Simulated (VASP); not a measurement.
SiO2, 6 atoms in the cell. The structure is tetragonal, space group I-42d (No. 122). Conventional cell: a = 5.027 Å, b = 5.027 Å, c = 7.379 Å, α = 90.00°, β = 90.00°, γ = 90.00°. Si (site symmetry -4) has 4 O at 1.63 Å within 2.2 Å. Within 2.2 Å of O (site symmetry 2) lie 2 Si at 1.63 Å. 

- Program: VASP 6.6.1
- Task: single point
- Functional: PBE
- Potentials or basis: VASP PAW PBE potentials, release 64 (Si, O)
- Cutoff: 520 eV
- k mesh: 6 × 6 × 6
- Occupations: gaussian, width 0.02 eV
- Spin: no spin polarisation
- Dipole correction: no
- Further INCAR settings: ALGO = Normal; EDIFF = 1e-06; NBANDS = 25

Potentials or basis: VASP PAW PBE potentials, release 64 (Si, O).

Command:

```bash
$ cat potpaw_PBE.64/Si/POTCAR potpaw_PBE.64/O/POTCAR > POTCAR
$ mpirun -np 1 vasp_std > vasp.out
```

Hardware: 1 thread of Intel(R) Xeon(R) 6975P-C (Granite Rapids), on a shared host.

Q: How long does it take, and how much memory?

A: It took 32 s on 1 thread of Intel(R) Xeon(R) 6975P-C (Granite Rapids) (shared host), peak memory 0.24 GiB. Counts: scf iterations 14, k points 30.
